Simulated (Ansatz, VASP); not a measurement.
# One calculation of NbIn, two programs

The input INCAR:

```
ALGO = Normal ; EDIFF = 1E-6
ENCUT = 520 ; GGA = RE
ISIF = 2 ; ISMEAR = -1
LASPH = True ; LCHARG = True
LELF = True ; LREAL = False
LVHAR = True ; LWAVE = False
NBANDS = 34 ; NELM = 80
PREC = Accurate ; SIGMA = 0.1
```

KPOINTS

```
k-points
0
Gamma
  4 6 4
```

The input POSCAR:

```
NbIn
1.0
    5.1014363100      0.0000000000      0.0000000000
    0.0000000000      3.1818936000      0.0000000000
    0.0000000000      0.0000000000      5.4385151100
Nb In
2 2
Direct
    0.2500000000      0.0000000000      0.1820000000
    0.7500000000      0.0000000000      0.8180000000
    0.2500000000      0.5000000000      0.6720000000
    0.7500000000      0.5000000000      0.3280000000
```

Input for Ansatz:

```yaml
crystal:
  lattice:
    - [5.10143631, 0.0, 0.0]
    - [0.0, 3.1818936, 0.0]
    - [0.0, 0.0, 5.43851511]
  atoms:
    - { symbol: Nb, position: [0.25, 0.0, 0.182] }
    - { symbol: Nb, position: [0.75, 0.0, 0.818] }
    - { symbol: In, position: [0.25, 0.5, 0.672] }
    - { symbol: In, position: [0.75, 0.5, 0.328] }
  symmetry: { tolerance: 0.0003 }
kpoints:
  mp_grid: { grid: [4, 6, 4], shift: [0, 0, 0] }
magnetization:
  spin_polarized: false
scf:
  occupations: { method: fermi_dirac }
  algorithm: density_mixing
hamiltonian:
  pseudopotentials: { kind: paw }
  xc: revpbe
basis:
  ecutwfc: 420
output:
  forces: true
  stress: true
  eigenvalues: true
  write_density: true
  write_potential: true
  elf: true
  volumetric_format: npy
```

Alike in both runs: task single point; functional revPBE; k mesh 4 × 6 × 4; no spin polarisation.

|  | VASP | Ansatz |
| --- | --- | --- |
| version | VASP 6.6.1 | Ansatz 0.2.0 |
| potentials or method | VASP PAW PBE potentials, release 64 (Nb_sv, In_d), cutoff 520 eV | PAW plane waves |
| occupations | fermi-dirac, width 0.1 eV | fermi-dirac |
| valence electrons in the cell | 52 | 52 |

|  | VASP | Ansatz | Ansatz less VASP |
| --- | --- | --- | --- |
| gap on the k mesh at the Fermi level (eV) | none | none | - |
| pressure (GPa) | -8.7 | -8.7 | +0.08 |
| traceless stress, the component that is largest in VASP (GPa) | 2.93 | 2.92 | -0.013 |
| rms of the force components (eV/Å) | 0.588 | 0.588 | -0.0003 |

VASP's potentials were made for PBE, not for revPBE. Atom by atom the forces differ by 0.001 eV/Å (rms over components). A gap of «none» marks a metal or a gap that the smearing closes.
